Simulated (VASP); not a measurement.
# O (Pm-3m) in VASP: relaxation of cell and atoms with PBE

Aim: the relaxation of cell and atoms of O with PBE.

All numbers are computed with VASP 6.6.1; they aren't measurements. Logs are shortened: lines on timing, memory, paths and dates and some standing lists are left out, and cuts for length are marked.

## 1. The cell of the first run

It takes space group Pm-3m (No. 221, cubic). Conventional cell: a = 2.232 Å, b = 2.232 Å, c = 2.232 Å, α = 90.00°, β = 90.00°, γ = 90.00°. Within 3.0 Å of O (site symmetry m-3m) lie 6 O at 2.23 Å.

## 2. Relaxation of cell and atoms, PBE

Contents of INCAR:

```
PREC = Accurate
ENCUT = 600
EDIFF = 1E-6
ISMEAR = -1
SIGMA = 0.03
LREAL = False
LASPH = True
NELM = 100
ALGO = Normal
ISIF = 3
LWAVE = False
LCHARG = False
GGA = PE
IBRION = 2
NSW = 100
EDIFFG = -0.005
```

Contents of KPOINTS:

```
Automatic mesh
0
Gamma
  18 18 18
```

Contents of POSCAR:

```
O
1.0
    2.2322827293      0.0000000000      0.0000000000
    0.0000000000      2.2322827293      0.0000000000
    0.0000000000      0.0000000000      2.2322827293
O
1
Direct
    0.0000000000      0.0000000000      0.0000000000
```

Potentials or basis: VASP PAW PBE potentials, release 64 (O).

Command:

```console
> cat potpaw_PBE.64/O/POTCAR > POTCAR
> mpirun -np 1 vasp_std > vasp.out
```

OUTCAR:

```text
PREC = Accurate
   ENCUT = 600
   EDIFF = 1E-6
   ISMEAR = -1
   LREAL = False
   LASPH = True
   NELM = 100
   ISIF = 3
   GGA = PE
   IBRION = 2
   NSW = 100
   EDIFFG = -0.005

 ion  position               nearest neighbor table
   1  0.000  0.000  0.000-

  LATTYP: Found a simple cubic cell.
 ALAT       =     2.2322827293

  Lattice vectors:

 A1 = (   2.2322827293,   0.0000000000,   0.0000000000)
 A2 = (   0.0000000000,   2.2322827293,   0.0000000000)
 A3 = (   0.0000000000,   0.0000000000,   2.2322827293)

Analysis of symmetry for initial positions (statically):
=====================================================================
 Subroutine PRICEL returns:
 Original cell was already a primitive cell.

 Routine SETGRP: Setting up the symmetry group for a
 simple cubic supercell.

 Subroutine GETGRP returns: Found 48 space group operations
 (whereof 48 operations were pure point group operations)
 out of a pool of 48 trial point group operations.

The static configuration has the point symmetry O_h .

Analysis of symmetry for dynamics (positions and initial velocities):
=====================================================================
 Subroutine PRICEL returns:
 Original cell was already a primitive cell.

 Routine SETGRP: Setting up the symmetry group for a
 simple cubic supercell.

 Subroutine GETGRP returns: Found 48 space group operations
 (whereof 48 operations were pure point group operations)
 out of a pool of 48 trial point group operations.

The dynamic configuration has the point symmetry O_h .

 Subroutine INISYM returns: Found 48 space group operations
 (whereof 48 operations are pure point group operations),
 and found     1 'primitive' translations

----------------------------------------------------------------------------------------

                                     Primitive cell

  volume of cell :      11.1237

  direct lattice vectors                    reciprocal lattice vectors
     2.232282729  0.000000000  0.000000000     0.447971929  0.000000000  0.000000000
     0.000000000  2.232282729  0.000000000     0.000000000  0.447971929  0.000000000
     0.000000000  0.000000000  2.232282729     0.000000000  0.000000000  0.447971929

  length of vectors
     2.232282729  2.232282729  2.232282729     0.447971929  0.447971929  0.447971929

  position of ions in fractional coordinates (direct lattice)
     0.000000000  0.000000000  0.000000000

  ion indices of the primitive-cell ions
   primitive index   ion index
                 1           1

----------------------------------------------------------------------------------------

 KPOINTS: Automatic mesh

Automatic generation of k-mesh.
 Grid dimensions read from file:
 generate k-points for:   18   18   18

 Generating k-lattice:

  Cartesian coordinates                     Fractional coordinates (reciprocal lattice)
     0.024887329  0.000000000  0.000000000     0.055555556  0.000000000  0.000000000
     0.000000000  0.024887329  0.000000000     0.000000000  0.055555556  0.000000000
     0.000000000  0.000000000  0.024887329     0.000000000  0.000000000  0.055555556

  Length of vectors
     0.024887329  0.024887329  0.024887329

  Shift w.r.t. Gamma in fractional coordinates (k-lattice)
     0.000000000  0.000000000  0.000000000

 Subroutine IBZKPT returns following result:
 ===========================================

 Found    220 irreducible k-points:

 Following reciprocal coordinates:
            Coordinates               Weight
  0.000000  0.000000  0.000000      1.000000
  0.055556  0.000000  0.000000      6.000000
  0.111111  0.000000  0.000000      6.000000
  0.166667  0.000000  0.000000      6.000000
  0.222222  0.000000  0.000000      6.000000
  0.277778  0.000000  0.000000      6.000000
[... 16 lines left out ...]
  0.277778  0.111111  0.000000     24.000000
  0.333333  0.111111  0.000000     24.000000
 [... further k-points ...]
   k-points           NKPTS =    220   k-points in BZ     NKDIM =    220   number of bands    NBANDS=      7
   number of dos      NEDOS =    301   number of ions     NIONS =      1
   total plane-waves  NPLWV =   5832
   dimension x,y,z NGX =    18 NGY =   18 NGZ =   18
   dimension x,y,z NGXF=    36 NGYF=   36 NGZF=   36
   ions per type =               1
   NGX,Y,Z   is equivalent  to a cutoff of  13.41, 13.41, 13.41 a.u.
   NGXF,Y,Z  is equivalent  to a cutoff of  26.81, 26.81, 26.81 a.u.
 SYSTEM =  unknown system
   PREC   = accura    normal or accurate (medium, high low for compatibility)
   ISTART =      0    job   : 0-new  1-cont  2-samecut
   ICHARG =      2    charge: 1-file 2-atom 10-const
   ISPIN  =      1    spin polarized calculation?
   LNONCOLLINEAR =      F non collinear calculations
   LSORBIT =      F    spin-orbit coupling
   LASPH  =      T    aspherical Exc in radial PAW
   ENCUT  =  600.0 eV  44.10 Ry    6.64 a.u.   4.46  4.46  4.46*2*pi/ulx,y,z
   NELM   =    100;   NELMIN=  2; NELMDL= -5     # of ELM steps
   EDIFF  = 0.1E-05   stopping-criterion for ELM
   LREAL  =      F    real-space projection
   EDIFFG = -.5E-02   stopping-criterion for IOM
   NSW    =    100    number of steps for IOM
   IBRION =      2    ionic relax: 0-MD 1-quasi-New 2-CG
   NFREE  =      1    steps in history (QN), initial steepest desc. (CG)
   ISIF   =      3    stress and relaxation
   ISYM   =      2    0-nonsym 1-usesym 2-fastsym
   POTIM  = 0.5000    time-step for ionic-motion
   TEBEG  =    0.0;   TEEND  =   0.0 temperature during run
   PSTRESS=    0.0 pullay stress
   NELECT =       6.0000    total number of electrons
   NUPDOWN=      -1.0000    fix difference up-down
   EMIN   =  10.00;   EMAX   =-10.00  energy-range for DOS
   EFERMI =   0.00;   METHOD = LEGACY
   ISMEAR =    -1;   SIGMA  =   0.03  broadening in eV -4-tet -1-fermi 0-gaus
   EFERMI_NEDOS =   21; number of points for ismear=-14 and -15
   IALGO  =     38    algorithm
   IMIX   =      4    mixing-type and parameters
     AMIX     =   0.40;   BMIX     =  1.00
     AMIX_MAG =   1.60;   BMIX_MAG =  1.00
  volume/ion in A,a.u.               =      11.12        75.07
  Fermi-wavevector in a.u.,A,eV,Ry     =   1.332629  2.518304 24.162601  1.775901
  Thomas-Fermi vector in A             =   2.461550
   LORBIT       =      0    0 simple, 1 ext, 2 COOP (PROOUT), +10 PAW based schemes
   GGA     = PE    functional components
   LHFCALC =     F    Hartree Fock is set to
   AEXX    =    0.0000 exact exchange contribution
   IVDW    =     0    specifies the selected vdW correction
   LEPSILON=     F    determine dielectric tensor
   LRPA    =     F    only Hartree local field effects (RPA)
 conjugate gradient relaxation of ions
 non-spin polarized calculation
  energy-cutoff  :      600.00
  volume of cell :       11.12
 maximum number of plane-waves:       385
 NGX is ok and might be reduce to    18
   NGX =  9   NGY =  9   NGZ =  9

--------------------------------------- Ionic step        1  -------------------------------------------

 number of electron       5.9999997 magnetization

 Free energy of the ion-electron system (eV)
  ---------------------------------------------------
  ext. energy  EPLUGINS =         0.00000000
  ---------------------------------------------------
  free energy    TOTEN  =        -2.76185063 eV

  energy without entropy =       -2.75837789  energy(sigma->0) =       -2.76011426

 E-fermi :  -1.2349     XC(G=0): -10.0782

 val. band max:       -1.2491080729   @ k =   0.1111   0.0556   0.0556
 cond. band min:      -1.2304481935   @ k =   0.3889   0.1667   0.1111
 fundamental gap:      0.0186598794
 Fermi energy:        -1.2349475594

 k-point     1 :       0.0000    0.0000    0.0000
  band No.  band energies     occupation
      1     -20.2106      2.00000
      2      -0.5006      0.00000
      3      -0.5006      0.00000
      4      -0.5006      0.00000
      5      11.4257      0.00000
      6      23.6529      0.00000
      7      23.6529      0.00000
[... 221 lines left out ...]
 k-point    24 :       0.3333    0.1111    0.0000
  band No.  band energies     occupation
      1     -18.7507      2.00000
      2      -4.8169      2.00000
      3      -0.7225      0.00000
      4      -0.0141      0.00000
      5      14.8275      0.00000
      6      21.9080      0.00000
      7      26.3019      0.00000

 [... further k-points ...]

------------------------ aborting loop because EDIFF is reached ----------------------------------------

  FORCE on cell =-STRESS in cart. coord.  units (eV):
  Direction    XX          YY          ZZ          XY          YZ          ZX
  --------------------------------------------------------------------------------------
  -------------------------------------------------------------------------------------
  Total       -1.8280384     -1.8280384     -1.8280384      0.0000000      0.0000000      0.0000000
  in kB     -263.2984511   -263.2984511   -263.2984511      0.0000000      0.0000000      0.0000000
  external PRESSURE =    -263.2984511 kB  Pullay stress =       0.0000000 kB
[... 160 lines left out ...]
  energy  without entropy=       -3.1251211195  energy(sigma->0) =       -3.12626465

--------------------------------------- Ionic step        6  -------------------------------------------

 number of electron       6.0000001 magnetization

 Free energy of the ion-electron system (eV)
  ---------------------------------------------------
  ext. energy  EPLUGINS =         0.00000000
  ---------------------------------------------------
  free energy    TOTEN  =        -3.12741022 eV

  energy without entropy =       -3.12512454  energy(sigma->0) =       -3.12626738

 E-fermi :   2.6161     XC(G=0): -11.8944

 val. band max:        2.6001203422   @ k =   0.4444   0.3889   0.2222
 cond. band min:       2.6226874453   @ k =   0.3889   0.1667   0.1111
 fundamental gap:      0.0225671031
 Fermi energy:         2.6161255967

 k-point     1 :       0.0000    0.0000    0.0000
  band No.  band energies     occupation
      1     -19.5928      2.00000
      2       3.6623      0.00000
      3       3.6623      0.00000
      4       3.6623      0.00000
      5      18.5617      0.00000
      6      29.6882      0.00000
      7      29.6882      0.00000
[... 221 lines left out ...]
 k-point    24 :       0.3333    0.1111    0.0000
  band No.  band energies     occupation
      1     -17.0609      2.00000
      2      -3.0367      2.00000
      3       3.3721      0.00000
      4       4.4789      0.00000
      5      21.8144      0.00000
      6      30.1013      0.00000
      7      33.4222      0.00000

 [... further k-points ...]

------------------------ aborting loop because EDIFF is reached ----------------------------------------

  FORCE on cell =-STRESS in cart. coord.  units (eV):
  Direction    XX          YY          ZZ          XY          YZ          ZX
  --------------------------------------------------------------------------------------
  -------------------------------------------------------------------------------------
  Total       -0.0003285     -0.0003285     -0.0003285      0.0000000     -0.0000000     -0.0000000
  in kB       -0.0662771     -0.0662771     -0.0662771      0.0000000     -0.0000000     -0.0000000
  external PRESSURE =      -0.0662771 kB  Pullay stress =       0.0000000 kB
[... 16 lines left out ...]
  FREE ENERGIE OF THE ION-ELECTRON SYSTEM (eV)
  ---------------------------------------------------
  free  energy   TOTEN  =        -3.1274102228 eV

  energy  without entropy=       -3.1251245441  energy(sigma->0) =       -3.12626738

 reached required accuracy - stopping structural energy minimisation
```

Run time: 61 s. Hardware: 1 thread of AMD EPYC 7R13, shared host; peak memory 0.1 GiB.

What came out:

- Free energy: -3.1274 eV
- Relaxed volume: 7.94 Å³/atom
- Relaxed cell: a = 1.995 Å, b = 1.995 Å, c = 1.995 Å, α = 90.00°, β = 90.00°, γ = 90.00°
- Space group after relaxing (to 0.05 Å): Pm-3m (No. 221)
- Energy gained by relaxing: 365.6 meV/atom
- Ionic steps: 6
- Pressure after relaxing: 0.0 GPa
- Band gap on the k mesh: zero (band 3 reaches 4.64 eV, above the bottom of band 4 at -0.96 eV)

Step by step:
| step | energy change (eV) | largest force (eV/Å) | pressure (GPa) | volume (Å³) |
| --- | --- | --- | --- | --- |
| 1 | 0.0000 | 0.0000 | -26.33 | 11.12 |
| 2 | -0.3507 | 0.0000 | -9.17 | 8.43 |
| 3 | -0.3655 | 0.0000 | -0.83 | 7.98 |
| 4 | -0.3655 | 0.0000 | 0.40 | 7.92 |
| 5 | -0.3656 | 0.0000 | -0.12 | 7.95 |
| 6 | -0.3656 | 0.0000 | -0.01 | 7.94 |

Final structure:
```cif
data_structure
_symmetry_space_group_name_H-M 'P 1'
_symmetry_Int_Tables_number 1
_cell_length_a 1.9951
_cell_length_b 1.9951
_cell_length_c 1.9951
_cell_angle_alpha 90.000
_cell_angle_beta 90.000
_cell_angle_gamma 90.000
_cell_volume 7.94
loop_
_atom_site_label
_atom_site_type_symbol
_atom_site_fract_x
_atom_site_fract_y
_atom_site_fract_z
_atom_site_occupancy
O1 O 0.00000 0.00000 0.00000 1
```

Caveat: the volume moved by over 15 % at a fixed basis, so the end points are rough.
